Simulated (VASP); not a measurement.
**Hg: relaxation of cell and atoms with PBEsol**

Crystal: Hg.

```
Hg
1.0
     0.00000    3.12000    3.12000
     3.12000    0.00000    3.12000
     3.12000    3.12000    0.00000
Hg
2
Cartesian
  6.2400 6.2400 6.2400
  1.5600 1.5600 1.5600
```

```yaml
Program: VASP 6.6.1
Task: relaxation of cell and atoms
Functional: PBEsol
Potentials_or_basis: VASP PAW PBE potentials, release 64 (Hg_sv_GW)
Cutoff: 550 eV
k_mesh: 7 × 7 × 7
Occupations: fermi-dirac, width 0.1 eV
Spin: no spin polarisation
Dipole_correction: no
Further_INCAR_settings: ALGO = Normal; EDIFF = 1e-07; IBRION = 2; EDIFFG = -0.03; NSW = 60; ISIF = 3
```

```json
{
  "Relaxed volume": "34.61 Å³/atom",
  "Relaxed cell": "a = 4.609 Å, b = 4.609 Å, c = 4.609 Å, α = 60.00°, β = 60.00°, γ = 60.00°",
  "Space group after relaxing (to 0.1 Å)": "Fd-3m (No. 227)",
  "Energy gained by relaxing": "58.5 meV/atom",
  "Ionic steps": "3",
  "Pressure after relaxing": "0.0 GPa",
  "Band gap on the k mesh": "zero (bands 20 and 21 overlap by 3.53 eV)"
}
```

The path:
```
step  energy change (eV)  largest force (eV/Å)  pressure (GPa)  volume (Å³)
   1              0.0000                0.0000            5.24        60.74
   2             -0.1166                0.0000           -0.22        69.89
   3             -0.1170                0.0000            0.01        69.21
```

Final structure:
```xyz
2
Lattice="0.0000 3.2587 3.2587 3.2587 0.0000 3.2587 3.2587 3.2587 0.0000" Properties=species:S:1:pos:R:3 pbc="T T T"
Hg    0.0000    0.0000    0.0000
Hg    1.6294    1.6294    1.6294
```

Levels at points of the mesh, in eV from the Fermi level:
| k point | band 18 | band 19 | band 20 | band 21 | band 22 | band 23 |
| --- | --- | --- | --- | --- | --- | --- |
| (0.00, 0.00, 0.00) | -6.18 | -6.18 | 3.38 | 5.16 | 5.16 | 5.16 |

It took 2 min on 1 thread of Intel(R) Xeon(R) Platinum 8488C (Sapphire Rapids), with other jobs on the host, peak memory 0.22 GiB.

Caveat: the PAW data sets were made with another functional, which shifts forces and pressure a little; spin-orbit coupling is left out, which moves the levels of the heavy elements.
